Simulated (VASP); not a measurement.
# TiS2 (P-3m1) in VASP: a series of runs

Runs on TiS2. Level: HSE06. Tasks: single point.

Everything below comes from runs of VASP 6.6.1. Logs are shortened: lines on timing, memory, paths and dates and some standing lists are left out, and cuts for length are marked.

## (1) The cell of the first run

The structure is trigonal, space group P-3m1 (No. 164). Conventional cell: a = 3.566 Å, b = 3.566 Å, c = 5.739 Å, α = 90.00°, β = 90.00°, γ = 120.00°. Ti (site symmetry -3m) has 6 S at 2.46 Å within 3.2 Å. Within 3.2 Å of S (site symmetry 3m) lie 3 Ti at 2.46 Å.

## (2) Single point, HSE06 (biaxial xy strain +4.6%)

Contents of POSCAR:

```
TiS2
1.0
    3.5661249627      0.0000000000      0.0000000000
   -1.7830624814      3.0883548108      0.0000000000
    0.0000000000      0.0000000000      5.7387202071
Ti S
1 2
Direct
    0.0000000000      0.0000000000      0.0000000000
    0.3333333333      0.6666666667      0.2343850103
    0.6666666667      0.3333333333      0.7656149897
```

Contents of INCAR.step1:

```
ALGO = Normal
EDIFF = 1E-5
ENCUT = 400
GGA = PE
GGA_COMPAT = F
ISIF = 2
ISMEAR = 0
LASPH = T
LCHARG = F
LREAL = F
LWAVE = T
NBANDS = 19
NELM = 120
PREC = Accurate
SIGMA = 0.01
```

Contents of INCAR.step2:

```
ALGO = Normal
EDIFF = 1E-6
ENCUT = 400
GGA = PE
GGA_COMPAT = F
HFSCREEN = 0.2079
ISIF = 2
ISMEAR = 0
ISTART = 1
LASPH = T
LCHARG = F
LHFCALC = T
LREAL = F
LWAVE = F
NBANDS = 19
NELM = 120
PREC = Accurate
PRECFOCK = Normal
SIGMA = 0.01
```

Contents of KPOINTS:

```
k-points
0
Gamma
  6 6 4
```

Potentials or basis: VASP PAW PBE potentials, release 64 (Ti_sv, S).

Command:

```sh
$ cat potpaw_PBE.64/Ti_sv/POTCAR potpaw_PBE.64/S/POTCAR > POTCAR
$ cp INCAR.step1 INCAR
$ mpirun -np 1 vasp_std > vasp.out
$ cp INCAR.step2 INCAR
$ mpirun -np 1 vasp_std > vasp.out
```

OUTCAR:

```text
EDIFF = 1E-6
   ENCUT = 400
   GGA = PE
   HFSCREEN = 0.2079
   ISIF = 2
   ISMEAR = 0
   ISTART = 1
   LASPH = T
   LHFCALC = T
   LREAL = F
   NELM = 120
   PREC = Accurate
   PRECFOCK = Normal

 ion  position               nearest neighbor table
   1  0.000  0.000  0.000-   2 2.46   3 2.46   3 2.46   2 2.46   3 2.46   2 2.46
   2  0.333  0.667  0.234-   1 2.46   1 2.46   1 2.46
   3  0.667  0.333  0.766-   1 2.46   1 2.46   1 2.46

  LATTYP: Found a hexagonal cell.
 ALAT       =     3.5661249627
 C/A-ratio  =     1.6092313834

  Lattice vectors:

 A1 = (   3.5661249627,   0.0000000000,   0.0000000000)
 A2 = (  -1.7830624814,   3.0883548108,   0.0000000000)
 A3 = (   0.0000000000,   0.0000000000,   5.7387202071)

Analysis of symmetry for initial positions (statically):
=====================================================================
 Subroutine PRICEL returns:
 Original cell was already a primitive cell.

 Routine SETGRP: Setting up the symmetry group for a
 hexagonal supercell.

 Subroutine GETGRP returns: Found 12 space group operations
 (whereof 12 operations were pure point group operations)
 out of a pool of 24 trial point group operations.

The static configuration has the point symmetry D_3d.

Analysis of symmetry for dynamics (positions and initial velocities):
=====================================================================
 Subroutine PRICEL returns:
 Original cell was already a primitive cell.

 Routine SETGRP: Setting up the symmetry group for a
 hexagonal supercell.

 Subroutine GETGRP returns: Found 12 space group operations
 (whereof 12 operations were pure point group operations)
 out of a pool of 24 trial point group operations.

The dynamic configuration has the point symmetry D_3d.

 Subroutine INISYM returns: Found 12 space group operations
 (whereof 12 operations are pure point group operations),
 and found     1 'primitive' translations

----------------------------------------------------------------------------------------

                                     Primitive cell

  volume of cell :      63.2032

  direct lattice vectors                    reciprocal lattice vectors
     3.566124963  0.000000000  0.000000000     0.280416421  0.161898496  0.000000000
    -1.783062481  3.088354811  0.000000000     0.000000000  0.323796993  0.000000000
     0.000000000  0.000000000  5.738720207     0.000000000  0.000000000  0.174254880

  length of vectors
     3.566124963  3.566124963  5.738720207     0.323796993  0.323796993  0.174254880

  position of ions in fractional coordinates (direct lattice)
     0.000000000  0.000000000  0.000000000
     0.333333333  0.666666667  0.234385010
     0.666666667  0.333333333  0.765614990

  ion indices of the primitive-cell ions
   primitive index   ion index
                 1           1
                 2           2
                 3           3

----------------------------------------------------------------------------------------

 KPOINTS: k-points

Automatic generation of k-mesh.
 Grid dimensions read from file:
 generate k-points for:    6    6    4

 Generating k-lattice:

  Cartesian coordinates                     Fractional coordinates (reciprocal lattice)
     0.046736070  0.026983083  0.000000000     0.166666667  0.000000000  0.000000000
     0.000000000  0.053966165  0.000000000     0.000000000  0.166666667  0.000000000
     0.000000000  0.000000000  0.043563720     0.000000000  0.000000000  0.250000000

  Length of vectors
     0.053966165  0.053966165  0.043563720

  Shift w.r.t. Gamma in fractional coordinates (k-lattice)
     0.000000000  0.000000000  0.000000000

 Subroutine IBZKPT returns following result:
 ===========================================

 Found     24 irreducible k-points:

 Following reciprocal coordinates:
            Coordinates               Weight
  0.000000  0.000000  0.000000      1.000000
  0.166667  0.000000  0.000000      6.000000
  0.333333  0.000000  0.000000      6.000000
  0.500000  0.000000  0.000000      3.000000
  0.166667  0.166667  0.000000      6.000000
  0.333333  0.166667  0.000000     12.000000
[... 16 lines left out ...]
  0.333333  0.166667  0.500000     12.000000
  0.333333  0.333333  0.500000      2.000000
   k-points           NKPTS =     24   k-points in BZ     NKDIM =    144   number of bands    NBANDS=     19
   number of dos      NEDOS =    301   number of ions     NIONS =      3
   total plane-waves  NPLWV =  23040
   dimension x,y,z NGX =    24 NGY =   24 NGZ =   40
   dimension x,y,z NGXF=    48 NGYF=   48 NGZF=   80
   ions per type =               1   2
   NGX,Y,Z   is equivalent  to a cutoff of  11.19, 11.19, 11.59 a.u.
   NGXF,Y,Z  is equivalent  to a cutoff of  22.38, 22.38, 23.18 a.u.
 SYSTEM =  unknown system
   PREC   = accura    normal or accurate (medium, high low for compatibility)
   ISTART =      1    job   : 0-new  1-cont  2-samecut
   ICHARG =      0    charge: 1-file 2-atom 10-const
   ISPIN  =      1    spin polarized calculation?
   LNONCOLLINEAR =      F non collinear calculations
   LSORBIT =      F    spin-orbit coupling
   LASPH  =      T    aspherical Exc in radial PAW
   ENCUT  =  400.0 eV  29.40 Ry    5.42 a.u.   5.82  5.82  9.36*2*pi/ulx,y,z
   NELM   =    120;   NELMIN=  2; NELMDL=  0     # of ELM steps
   EDIFF  = 0.1E-05   stopping-criterion for ELM
   LREAL  =      F    real-space projection
   EDIFFG = 0.1E-04   stopping-criterion for IOM
   NSW    =      0    number of steps for IOM
   IBRION =     -1    ionic relax: 0-MD 1-quasi-New 2-CG
   NFREE  =      0    steps in history (QN), initial steepest desc. (CG)
   ISIF   =      2    stress and relaxation
   ISYM   =      3    0-nonsym 1-usesym 2-fastsym
   POTIM  = 0.5000    time-step for ionic-motion
   TEBEG  =    0.0;   TEEND  =   0.0 temperature during run
   PSTRESS=    0.0 pullay stress
   NELECT =      24.0000    total number of electrons
   NUPDOWN=      -1.0000    fix difference up-down
   EMIN   =  10.00;   EMAX   =-10.00  energy-range for DOS
   EFERMI =   0.00;   METHOD = LEGACY
   ISMEAR =     0;   SIGMA  =   0.01  broadening in eV -4-tet -1-fermi 0-gaus
   EFERMI_NEDOS =   21; number of points for ismear=-14 and -15
   IALGO  =     38    algorithm
   IMIX   =      1    mixing-type and parameters
     AMIX     =   0.40;   BMIX     =  1.00
     AMIX_MAG =   1.60;   BMIX_MAG =  1.00
  volume/ion in A,a.u.               =      21.07       142.17
  Fermi-wavevector in a.u.,A,eV,Ry     =   1.185493  2.240257 19.121540  1.405394
  Thomas-Fermi vector in A             =   2.321685
   LORBIT       =      0    0 simple, 1 ext, 2 COOP (PROOUT), +10 PAW based schemes
   GGA     = PE    functional components
   LHFCALC =     T    Hartree Fock is set to
   PRECFOCK=normal    Normal, Fast or Accurate (Low or Medium for compatibility)
   ENCUT4O =  -1.0   cutoff for four orbital integrals eV
   NKREDX  =     1    reduce k-point grid by
   NKREDY  =     1    reduce k-point grid by
   NKREDZ  =     1    reduce k-point grid by
   AEXX    =    0.2500 exact exchange contribution
   HFSCREEN=    0.2079 screening length (either q_TF or 0.3 A-1)
   HFSCREENC=   0.2079 screening length for correlation (either q_TF or 0.3 A-1)
   ENCUTFOCK=  -1.0 apply spherical cutoff to Coloumb kernel
   IVDW    =     0    specifies the selected vdW correction
   LEPSILON=     F    determine dielectric tensor
   LRPA    =     F    only Hartree local field effects (RPA)
 non-spin polarized calculation
 Gauss-broadening in eV      SIGMA  =   0.01
  energy-cutoff  :      400.00
  volume of cell :       63.20
 maximum number of plane-waves:      1182
 NGX is ok and might be reduce to    24
  NGX = 18; NGY = 18; NGZ = 30

 number of electron      24.0000001 magnetization

 Free energy of the ion-electron system (eV)
  ---------------------------------------------------
  ext. energy  EPLUGINS =         0.00000000
  ---------------------------------------------------
  free energy    TOTEN  =       -24.09661814 eV

  energy without entropy =      -24.09661814  energy(sigma->0) =      -24.09661814

 E-fermi :   4.1420     XC(G=0):  -7.9543

 val. band max:        4.0164051504   @ k =   0.0000   0.0000   0.0000
 cond. band min:       4.9578410157   @ k =   0.5000   0.0000   0.5000
 fundamental gap:      0.9414358653
 Fermi energy:         4.1419783709

 k-point     1 :       0.0000    0.0000    0.0000
  band No.  band energies     occupation
      1     -58.7755      2.00000
      2     -33.3476      2.00000
      3     -33.2806      2.00000
      4     -33.2806      2.00000
      5     -10.8945      2.00000
      6      -9.0638      2.00000
[... 11 lines left out ...]
     18      10.5574      0.00000
     19      11.1915      0.00000

 k-point     2 :       0.1667    0.0000    0.0000
  band No.  band energies     occupation
      1     -58.7742      2.00000
      2     -33.3439      2.00000
      3     -33.3053      2.00000
      4     -33.2866      2.00000
      5     -10.5926      2.00000
      6      -9.0454      2.00000
[... 11 lines left out ...]
     18      11.8098      0.00000
     19      12.3971      0.00000

 k-point     3 :       0.3333    0.0000    0.0000
  band No.  band energies     occupation
      1     -58.7705      2.00000
      2     -33.3545      2.00000
      3     -33.3362      2.00000
      4     -33.2984      2.00000
      5      -9.8646      2.00000
      6      -9.0436      2.00000
[... 11 lines left out ...]
     18      11.7920      0.00000
     19      12.7694      0.00000

 k-point     4 :       0.5000    0.0000    0.0000
  band No.  band energies     occupation
      1     -58.7684      2.00000
      2     -33.3790      2.00000
      3     -33.3325      2.00000
      4     -33.3042      2.00000
      5      -9.2456      2.00000
      6      -9.2304      2.00000
[... 407 lines left out ...]
     18      12.8575      0.00000
     19      13.4220      0.00000

 k-point    23 :       0.3333    0.1667    0.5000
  band No.  band energies     occupation
      1     -58.7683      2.00000
      2     -33.3662      2.00000
      3     -33.3326      2.00000
      4     -33.3168      2.00000
      5      -9.3127      2.00000
      6      -9.1548      2.00000
[... 11 lines left out ...]
     18      11.8647      0.00000
     19      12.5711      0.00000

 k-point    24 :       0.3333    0.3333    0.5000
  band No.  band energies     occupation
      1     -58.7672      2.00000
      2     -33.3491      2.00000
      3     -33.3491      2.00000
      4     -33.3309      2.00000
      5      -9.1121      2.00000
      6      -9.1121      2.00000
[... 11 lines left out ...]
     18      12.8941      0.00000
     19      12.8941      0.00000

------------------------ aborting loop because EDIFF is reached ----------------------------------------

  FORCE on cell =-STRESS in cart. coord.  units (eV):
  Direction    XX          YY          ZZ          XY          YZ          ZX
  --------------------------------------------------------------------------------------
  -------------------------------------------------------------------------------------
  Total       -3.0254816     -3.0254816     -0.1920218      0.0000000      0.0000000      0.0000000
  in kB      -76.6948668    -76.6948668     -4.8676845      0.0000000      0.0000000      0.0000000
  external PRESSURE =     -52.7524727 kB  Pullay stress =       0.0000000 kB

 VOLUME and BASIS-vectors are now :
 -----------------------------------------------------------------------------
  energy-cutoff  :      400.00
  volume of cell :       63.20
      direct lattice vectors                 reciprocal lattice vectors
     3.566124963  0.000000000  0.000000000     0.280416421  0.161898496  0.000000000
    -1.783062481  3.088354811  0.000000000     0.000000000  0.323796993  0.000000000
     0.000000000  0.000000000  5.738720207     0.000000000  0.000000000  0.174254880

 POSITION                                       TOTAL-FORCE (eV/Angst)
 -----------------------------------------------------------------------------------
      0.00000      0.00000      0.00000         0.000000      0.000000     -0.000000
     -0.00000      2.05890      1.34507        -0.000000      0.000000     -0.215332
      1.78306      1.02945      4.39365         0.000000     -0.000000      0.215332
 -----------------------------------------------------------------------------------
    total drift:                               -0.000000     -0.000000      0.000001

  FREE ENERGIE OF THE ION-ELECTRON SYSTEM (eV)
  ---------------------------------------------------
  free  energy   TOTEN  =       -24.0966181401 eV

  energy  without entropy=      -24.0966181401  energy(sigma->0) =      -24.09661814
```

It took 59 min on 1 thread of Intel Xeon Platinum 8559C (Emerald Rapids), shared host; peak memory 0.28 GiB.

What came out:

```
Free energy            : -24.0966 eV
Pressure               : -5.3 GPa
Largest force          : 0.215 eV/Å
Band gap on the k mesh : 0.94 eV (least direct gap 1.11 eV)
```

Forces on the atoms (eV/Å):
```
Ti   0.000  0.000  0.000
S    0.000  0.000 -0.215
S    0.000  0.000  0.215
```

Caveat: the cell differs from its parent crystal (biaxial xy strain +4.6%); the stress differs along the axes, from -8 to -0 GPa; the PAW data sets were made with another functional, which shifts forces and pressure a little; this functional lacks dispersion, which binds layers or chains, so the pressure and a relaxed spacing across them are unreliable.

## (3) Single point, HSE06 (strain -0.3%)

Contents of POSCAR:

```
TiS2
1.0
    3.3993465478      0.0000000000      0.0000000000
   -1.6996732739      2.9439204666      0.0000000000
    0.0000000000      0.0000000000      5.7197824304
Ti S
1 2
Direct
    0.0000000000      0.0000000000      0.0000000000
    0.3333333333      0.6666666667      0.2463517695
    0.6666666667      0.3333333333      0.7536482305
```

Contents of INCAR.step1:

```
SYSTEM = TiS2
  PREC = Accurate
  ENCUT = 400
  EDIFF = 1E-5
  ISMEAR = -1
  SIGMA = 0.02
  LREAL = .False.
  LASPH = .True.
  NELM = 120
  ALGO = Normal
  ISIF = 2
  LWAVE = .True.
  LCHARG = .False.
  GGA = PE
  NBANDS = 19
  GGA_COMPAT = .False.
```

Contents of INCAR.step2:

```
SYSTEM = TiS2
  PREC = Accurate
  ENCUT = 400
  EDIFF = 1E-6
  ISMEAR = -1
  SIGMA = 0.02
  LREAL = .False.
  LASPH = .True.
  NELM = 120
  ALGO = Normal
  ISIF = 2
  LWAVE = .False.
  LCHARG = .False.
  GGA = PE
  LHFCALC = .True.
  HFSCREEN = 0.2079
  PRECFOCK = Normal
  ISTART = 1
  NBANDS = 19
  GGA_COMPAT = .False.
```

Contents of KPOINTS:

```
Automatic mesh
0
Gamma
  6 6 4
  0 0 0
```

Potentials or basis: VASP PAW PBE potentials, release 64 (Ti_sv, S).

Command:

```sh
$ cat potpaw_PBE.64/Ti_sv/POTCAR potpaw_PBE.64/S/POTCAR > POTCAR
$ cp INCAR.step1 INCAR
$ mpirun -np 1 vasp_std > vasp.out
$ cp INCAR.step2 INCAR
$ mpirun -np 1 vasp_std > vasp.out
```

Wall time 1.8 h (1 thread of Intel Xeon 8259CL, shared host); peak memory 0.28 GiB.

The run converged. Its results:

* Free energy: -24.2018 eV
* Pressure: 0.1 GPa
* Largest force: 0.236 eV/Å
* Band gap on the k mesh: 0.55 eV (least direct gap 1.13 eV)

Forces on the atoms (eV/Å):
```
Ti   0.000  0.000  0.000
S    0.000  0.000 -0.236
S    0.000  0.000  0.236
```

Levels at points of the mesh, in eV from the valence-band top:
```
           k point  band 9  band 10  band 11  band 12  band 13  band 14  band 15  band 16
(0.00, 0.00, 0.00)   -3.39    -0.20     0.00     0.00     1.13     1.13     1.73     4.27
(0.50, 0.00, 0.00)   -3.39    -3.24    -3.05    -1.92     0.81     2.42     2.92     4.50
(0.00, 0.00, 0.50)   -3.35    -2.75    -0.17    -0.17     1.12     1.12     2.37     4.57
(0.50, 0.00, 0.50)   -3.41    -3.34    -1.61    -1.60     0.55     2.40     2.88     4.19
```

Caveat: the cell differs from its parent crystal (strain -0.3%); the PAW data sets were made with another functional, which shifts forces and pressure a little; this functional lacks dispersion, which binds layers or chains, so the pressure and a relaxed spacing across them are unreliable. A k mesh can miss the band edges.
